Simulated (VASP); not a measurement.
# Hf3SnS8 (P-3m1) in VASP: further runs

Runs on Hf3SnS8. Level: PBE. Tasks: single point.

Program: VASP 6.6.1. These are calculated values, not measurements. Logs are shortened: lines on timing, memory, paths and dates and some standing lists are left out, and cuts for length are marked.

**1. The cell of the first run**

It takes space group P-3m1 (No. 164, trigonal). The conventional cell has a = 3.664 Å, b = 3.664 Å, c = 27.472 Å, α = 90.00°, β = 90.00°, γ = 120.00°. Within 3.4 Å of Hf (site symmetry 3m) lie 6 S at 2.56 Å. Within 3.4 Å of Hf (site symmetry -3m) lie 6 S at 2.56 Å. Sn (site symmetry -3m) has 6 S at 2.59 Å within 3.4 Å. S (site symmetry 3m) has 3 Sn at 2.59 Å within 3.4 Å. S (site symmetry 3m) has 3 Hf at 2.56 Å within 3.4 Å. S (site symmetry 3m) has 3 Hf at 2.56 Å within 3.4 Å. S (site symmetry 3m) has 3 Hf at 2.56 Å within 3.4 Å.

**2. Single point, PBE**

Input file INCAR:

```
SYSTEM = Hf3SnS8
PREC = Accurate
ENCUT = 520
EDIFF = 1E-6
ISMEAR = 0
SIGMA = 0.02
LREAL = .FALSE.
LASPH = .TRUE.
NELM = 80
ALGO = Normal
ISIF = 2
LWAVE = .FALSE.
LCHARG = .FALSE.
GGA = PE
NBANDS = 58
```

Input file KPOINTS:

```
regular mesh
0
G
  12 12 1
  0 0 0
```

Input file POSCAR:

```
Hf3SnS8
1.0
    3.6639390562      0.0000000000      0.0000000000
   -1.8319695281      3.1730643006      0.0000000000
    0.0000000000      0.0000000000     27.4723053071
Hf Sn S
3 1 8
Direct
    0.0000000000      0.0000000000      0.2516916870
    0.0000000000      0.0000000000      0.5000000000
    0.0000000000      0.0000000000      0.7483083130
    0.0000000000      0.0000000000      0.0000000000
    0.3333333333      0.6666666667      0.0542802071
    0.3333333333      0.6666666667      0.3041406436
    0.3333333333      0.6666666667      0.5524494808
    0.3333333333      0.6666666667      0.8007598334
    0.6666666667      0.3333333333      0.1992401666
    0.6666666667      0.3333333333      0.4475505192
    0.6666666667      0.3333333333      0.6958593564
    0.6666666667      0.3333333333      0.9457197929
```

Potentials or basis: VASP PAW PBE potentials, release 64 (Hf_pv, Sn_d, S).

Started as:

```bash
$ cat potpaw_PBE.64/Hf_pv/POTCAR potpaw_PBE.64/Sn_d/POTCAR potpaw_PBE.64/S/POTCAR > POTCAR
$ mpirun -np 1 vasp_std > vasp.out
```

OUTCAR:

```text
SYSTEM = Hf3SnS8
   PREC = Accurate
   ENCUT = 520
   EDIFF = 1E-6
   ISMEAR = 0
   LREAL = .FALSE.
   LASPH = .TRUE.
   NELM = 80
   ISIF = 2
   GGA = PE

 ion  position               nearest neighbor table
   1  0.000  0.000  0.252-   6 2.56   6 2.56   6 2.56   9 2.56   9 2.56   9 2.56
   2  0.000  0.000  0.500-   7 2.56  10 2.56  10 2.56   7 2.56  10 2.56   7 2.56
   3  0.000  0.000  0.748-  11 2.56  11 2.56  11 2.56   8 2.56   8 2.56   8 2.56
   4  0.000  0.000  0.000-   5 2.59  12 2.59  12 2.59   5 2.59  12 2.59   5 2.59
   5  0.333  0.667  0.054-   4 2.59   4 2.59   4 2.59
   6  0.333  0.667  0.304-   1 2.56   1 2.56   1 2.56
   7  0.333  0.667  0.552-   2 2.56   2 2.56   2 2.56
   8  0.333  0.667  0.801-   3 2.56   3 2.56   3 2.56
   9  0.667  0.333  0.199-   1 2.56   1 2.56   1 2.56
  10  0.667  0.333  0.448-   2 2.56   2 2.56   2 2.56
  11  0.667  0.333  0.696-   3 2.56   3 2.56   3 2.56
  12  0.667  0.333  0.946-   4 2.59   4 2.59   4 2.59

  LATTYP: Found a hexagonal cell.
 ALAT       =     3.6639390562
 C/A-ratio  =     7.4980246357

  Lattice vectors:

 A1 = (   3.6639390562,   0.0000000000,   0.0000000000)
 A2 = (  -1.8319695281,   3.1730643006,   0.0000000000)
 A3 = (   0.0000000000,   0.0000000000,  27.4723053071)

Analysis of symmetry for initial positions (statically):
=====================================================================
 Subroutine PRICEL returns:
 Original cell was already a primitive cell.

 Routine SETGRP: Setting up the symmetry group for a
 hexagonal supercell.

 Subroutine GETGRP returns: Found 12 space group operations
 (whereof 12 operations were pure point group operations)
 out of a pool of 24 trial point group operations.

The static configuration has the point symmetry D_3d.

Analysis of symmetry for dynamics (positions and initial velocities):
=====================================================================
 Subroutine PRICEL returns:
 Original cell was already a primitive cell.

 Routine SETGRP: Setting up the symmetry group for a
 hexagonal supercell.

 Subroutine GETGRP returns: Found 12 space group operations
 (whereof 12 operations were pure point group operations)
 out of a pool of 24 trial point group operations.

The dynamic configuration has the point symmetry D_3d.

 Subroutine INISYM returns: Found 12 space group operations
 (whereof 12 operations are pure point group operations),
 and found     1 'primitive' translations

----------------------------------------------------------------------------------------

                                     Primitive cell

  volume of cell :     319.3907

  direct lattice vectors                    reciprocal lattice vectors
     3.663939056  0.000000000  0.000000000     0.272930304  0.157576384  0.000000000
    -1.831969528  3.173064301  0.000000000     0.000000000  0.315152769  0.000000000
     0.000000000  0.000000000 27.472305307     0.000000000  0.000000000  0.036400294

  length of vectors
     3.663939056  3.663939056 27.472305307     0.315152769  0.315152769  0.036400294

  position of ions in fractional coordinates (direct lattice)
     0.000000000  0.000000000  0.251691687
     0.000000000  0.000000000  0.500000000
     0.000000000  0.000000000  0.748308313
     0.000000000  0.000000000  0.000000000
     0.333333333  0.666666667  0.054280207
     0.333333333  0.666666667  0.304140644
     0.333333333  0.666666667  0.552449481
     0.333333333  0.666666667  0.800759833
     0.666666667  0.333333333  0.199240167
     0.666666667  0.333333333  0.447550519
     0.666666667  0.333333333  0.695859356
     0.666666667  0.333333333  0.945719793

  ion indices of the primitive-cell ions
   primitive index   ion index
                 1           1
                 2           2
                 3           3
                 4           4
                 5           5
                 6           6
                 7           7
                 8           8
                 9           9
                10          10
                11          11
                12          12

----------------------------------------------------------------------------------------

 KPOINTS: regular mesh

Automatic generation of k-mesh.
 Grid dimensions read from file:
 generate k-points for:   12   12    1

 Generating k-lattice:

  Cartesian coordinates                     Fractional coordinates (reciprocal lattice)
     0.022744192  0.013131365  0.000000000     0.083333333  0.000000000  0.000000000
     0.000000000  0.026262731  0.000000000     0.000000000  0.083333333  0.000000000
     0.000000000  0.000000000  0.036400294     0.000000000  0.000000000  1.000000000

  Length of vectors
     0.026262731  0.026262731  0.036400294

  Shift w.r.t. Gamma in fractional coordinates (k-lattice)
     0.000000000  0.000000000  0.000000000

 Subroutine IBZKPT returns following result:
 ===========================================

 Found     19 irreducible k-points:

 Following reciprocal coordinates:
            Coordinates               Weight
  0.000000  0.000000  0.000000      1.000000
  0.083333  0.000000  0.000000      6.000000
  0.166667 -0.000000  0.000000      6.000000
  0.250000 -0.000000  0.000000      6.000000
  0.333333  0.000000  0.000000      6.000000
  0.416667  0.000000  0.000000      6.000000
[... 11 lines left out ...]
  0.333333  0.250000  0.000000     12.000000
  0.333333  0.333333  0.000000      2.000000
   k-points           NKPTS =     19   k-points in BZ     NKDIM =     19   number of bands    NBANDS=     58
   number of dos      NEDOS =    301   number of ions     NIONS =     12
   total plane-waves  NPLWV = 164640
   dimension x,y,z NGX =    28 NGY =   28 NGZ =  210
   dimension x,y,z NGXF=    56 NGYF=   56 NGZF=  420
   ions per type =               3   1   8
   NGX,Y,Z   is equivalent  to a cutoff of  12.70, 12.70, 12.71 a.u.
   NGXF,Y,Z  is equivalent  to a cutoff of  25.41, 25.41, 25.42 a.u.
 SYSTEM =  Hf3SnS8
   PREC   = accura    normal or accurate (medium, high low for compatibility)
   ISTART =      0    job   : 0-new  1-cont  2-samecut
   ICHARG =      2    charge: 1-file 2-atom 10-const
   ISPIN  =      1    spin polarized calculation?
   LNONCOLLINEAR =      F non collinear calculations
   LSORBIT =      F    spin-orbit coupling
   LASPH  =      T    aspherical Exc in radial PAW
   ENCUT  =  520.0 eV  38.22 Ry    6.18 a.u.   6.81  6.81 51.08*2*pi/ulx,y,z
   NELM   =     80;   NELMIN=  2; NELMDL= -5     # of ELM steps
   EDIFF  = 0.1E-05   stopping-criterion for ELM
   LREAL  =      F    real-space projection
   EDIFFG = 0.1E-04   stopping-criterion for IOM
   NSW    =      0    number of steps for IOM
   IBRION =     -1    ionic relax: 0-MD 1-quasi-New 2-CG
   NFREE  =      0    steps in history (QN), initial steepest desc. (CG)
   ISIF   =      2    stress and relaxation
   ISYM   =      2    0-nonsym 1-usesym 2-fastsym
   POTIM  = 0.5000    time-step for ionic-motion
   TEBEG  =    0.0;   TEEND  =   0.0 temperature during run
   PSTRESS=    0.0 pullay stress
   NELECT =      92.0000    total number of electrons
   NUPDOWN=      -1.0000    fix difference up-down
   EMIN   =  10.00;   EMAX   =-10.00  energy-range for DOS
   EFERMI =   0.00;   METHOD = LEGACY
   ISMEAR =     0;   SIGMA  =   0.02  broadening in eV -4-tet -1-fermi 0-gaus
   EFERMI_NEDOS =   21; number of points for ismear=-14 and -15
   IALGO  =     38    algorithm
   IMIX   =      4    mixing-type and parameters
     AMIX     =   0.40;   BMIX     =  1.00
     AMIX_MAG =   1.60;   BMIX_MAG =  1.00
  volume/ion in A,a.u.               =      26.62       179.61
  Fermi-wavevector in a.u.,A,eV,Ry     =   1.081177  2.043128 15.904437  1.168943
  Thomas-Fermi vector in A             =   2.217187
   LORBIT       =      0    0 simple, 1 ext, 2 COOP (PROOUT), +10 PAW based schemes
   GGA     = PE    functional components
   LHFCALC =     F    Hartree Fock is set to
   AEXX    =    0.0000 exact exchange contribution
   IVDW    =     0    specifies the selected vdW correction
   LEPSILON=     F    determine dielectric tensor
   LRPA    =     F    only Hartree local field effects (RPA)
 non-spin polarized calculation
 Gauss-broadening in eV      SIGMA  =   0.02
  energy-cutoff  :      520.00
  volume of cell :      319.39
 maximum number of plane-waves:      8650
 NGX is ok and might be reduce to    28
   NGX = 13   NGY = 13   NGZ =103

 number of electron      92.0000006 magnetization

 Free energy of the ion-electron system (eV)
  ---------------------------------------------------
  ext. energy  EPLUGINS =         0.00000000
  ---------------------------------------------------
  free energy    TOTEN  =       -82.00761264 eV

  energy without entropy =      -82.00761264  energy(sigma->0) =      -82.00761264

 E-fermi :   2.1570     XC(G=0):  -8.5935

 val. band max:        1.9918300900   @ k =   0.0000   0.0000   0.0000
 cond. band min:       3.2145786074   @ k =   0.5000  -0.0000   0.0000
 fundamental gap:      1.2227485174
 Fermi energy:         2.1569657786

 k-point     1 :       0.0000    0.0000    0.0000
  band No.  band energies     occupation
      1     -28.6932      2.00000
      2     -28.6932      2.00000
      3     -28.6923      2.00000
      4     -28.5854      2.00000
      5     -28.5854      2.00000
      6     -28.5854      2.00000
[... 50 lines left out ...]
     57       5.5627      0.00000
     58       7.2710      0.00000

 k-point     2 :       0.0833    0.0000    0.0000
  band No.  band energies     occupation
      1     -28.6910      2.00000
      2     -28.6910      2.00000
      3     -28.6901      2.00000
      4     -28.5971      2.00000
      5     -28.5971      2.00000
      6     -28.5963      2.00000
[... 1032 lines left out ...]
      2     -28.7041      2.00000
      3     -28.7041      2.00000
      4     -28.7041      2.00000
      5     -28.7033      2.00000
      6     -28.7033      2.00000
[... 50 lines left out ...]
     57       7.6413      0.00000
     58       7.6459      0.00000

------------------------ aborting loop because EDIFF is reached ----------------------------------------

  FORCE on cell =-STRESS in cart. coord.  units (eV):
  Direction    XX          YY          ZZ          XY          YZ          ZX
  --------------------------------------------------------------------------------------
  -------------------------------------------------------------------------------------
  Total       -0.8510459     -0.8510459     -0.6340069      0.0000000      0.0000000     -0.0000000
  in kB       -4.2691496     -4.2691496     -3.1804046      0.0000000      0.0000000     -0.0000000
  external PRESSURE =      -3.9062346 kB  Pullay stress =       0.0000000 kB

 VOLUME and BASIS-vectors are now :
 -----------------------------------------------------------------------------
  energy-cutoff  :      520.00
  volume of cell :      319.39
      direct lattice vectors                 reciprocal lattice vectors
     3.663939056  0.000000000  0.000000000     0.272930304  0.157576384  0.000000000
    -1.831969528  3.173064301  0.000000000     0.000000000  0.315152769  0.000000000
     0.000000000  0.000000000 27.472305307     0.000000000  0.000000000  0.036400294

 POSITION                                       TOTAL-FORCE (eV/Angst)
 -----------------------------------------------------------------------------------
      0.00000      0.00000      6.91455        -0.000000      0.000000      0.000065
      0.00000      0.00000     13.73615        -0.000000      0.000000     -0.000000
      0.00000      0.00000     20.55775        -0.000000      0.000000     -0.000065
      0.00000      0.00000      0.00000        -0.000000      0.000000     -0.000000
     -0.00000      2.11538      1.49120         0.000000      0.000000     -0.004337
     -0.00000      2.11538      8.35544        -0.000000      0.000000     -0.065299
     -0.00000      2.11538     15.17706         0.000000     -0.000000     -0.065079
     -0.00000      2.11538     21.99872        -0.000000      0.000000     -0.065210
      1.83197      1.05769      5.47359         0.000000     -0.000000      0.065210
      1.83197      1.05769     12.29524        -0.000000      0.000000      0.065079
      1.83197      1.05769     19.11686         0.000000     -0.000000      0.065299
      1.83197      1.05769     25.98110        -0.000000     -0.000000      0.004337
 -----------------------------------------------------------------------------------
    total drift:                                0.000000      0.000000      0.000000

  FREE ENERGIE OF THE ION-ELECTRON SYSTEM (eV)
  ---------------------------------------------------
  free  energy   TOTEN  =       -82.0076126413 eV

  energy  without entropy=      -82.0076126413  energy(sigma->0) =      -82.00761264
```

Wall time 14 min (1 thread of Oxide Virtual Turin-like, shared host); peak memory 0.57 GiB.

What came out:

| Property | Result |
| --- | --- |
| Free energy | -82.0076 eV |
| Pressure | -0.4 GPa |
| Largest force | 0.065 eV/Å |
| Band gap on the k mesh | 1.22 eV (least direct gap 1.79 eV) |

Forces in eV/Å, atoms in the order of the input:
```
Hf   0.000  0.000  0.000
Hf   0.000  0.000  0.000
Hf   0.000  0.000  0.000
Sn   0.000  0.000  0.000
S    0.000  0.000 -0.004
S    0.000  0.000 -0.065
S    0.000  0.000 -0.065
S    0.000  0.000 -0.065
S    0.000  0.000  0.065
S    0.000  0.000  0.065
S    0.000  0.000  0.065
S    0.000  0.000  0.004
```

Stress tensor (GPa, compression positive):
```
-0.43  0.00  0.00
 0.00 -0.43  0.00
 0.00  0.00 -0.32
```

Levels at points of the mesh, in eV from the valence-band top:
| k point | band 44 | band 45 | band 46 | band 47 | band 48 | band 49 |
| --- | --- | --- | --- | --- | --- | --- |
| (0.00, 0.00, 0.00) | -0.01 | 0.00 | 0.00 | 2.09 | 2.09 | 2.09 |
| (0.50, 0.00, 0.00) | -1.03 | -0.84 | -0.57 | 1.22 | 1.34 | 1.35 |

Caveat: spin-orbit coupling is left out, which moves the levels of the heavy elements; this functional lacks dispersion, which binds layers or chains, so the pressure and a relaxed spacing across them are unreliable. A k mesh can miss the band edges.

(Part 1 of 2 ends here.)
